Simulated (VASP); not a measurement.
AlN: single point with PBE

AlN:

```xyz
2
Lattice="0.0000 2.0189 2.0794 2.0189 0.0000 2.0794 2.0189 2.0189 0.0000" Properties=species:S:1:pos:R:3 pbc="T T T"
Al    0.0000    0.0000    0.0000
N     2.0189    2.0189    2.0794
```

This cell differs from its parent crystal: uniaxial z strain +3.0%.

```json
{"Program": "VASP 6.6.1", "Task": "single point", "Functional": "PBE", "Potentials or basis": "VASP PAW PBE potentials, release 64 (Al, N)", "Cutoff": "520 eV", "k mesh": "10 × 10 × 10", "Occupations": "fermi-dirac, width 0.02 eV", "Spin": "no spin polarisation", "Dipole correction": "no", "Further INCAR settings": "ALGO = Normal; EDIFF = 1e-07; NBANDS = 11"}
```

```json
{"Pressure": "-1.2 GPa", "Band gap on the k mesh": "4.15 eV, indirect (least direct gap 5.17 eV)"}
```

Stress tensor (GPa, compression positive):
```
 1.12  0.00  0.00
 0.00  1.12  0.00
 0.00  0.00 -5.81
```

Levels at points of the mesh, in eV from the valence-band top:
```
           k point  band 2  band 3  band 4  band 5  band 6  band 7
(0.00, 0.00, 0.00)   -0.20   -0.20    0.00    5.17   11.70   12.09
(0.50, 0.00, 0.00)   -8.28   -1.23   -1.11    5.81   10.39   11.00
(0.50, 0.50, 0.00)   -7.43   -2.73   -2.73    4.43    5.40   13.35
(0.50, 0.00, 0.50)   -7.30   -3.12   -2.74    4.15    5.13   13.73
```

Wall time 12 s on 1 thread of AMD EPYC 9R45 96-Core Processor (Zen 5) (shared host), peak memory 0.11 GiB.

Caveat: the cell differs from its parent crystal (uniaxial z strain +3.0%). A k mesh can miss the band edges.
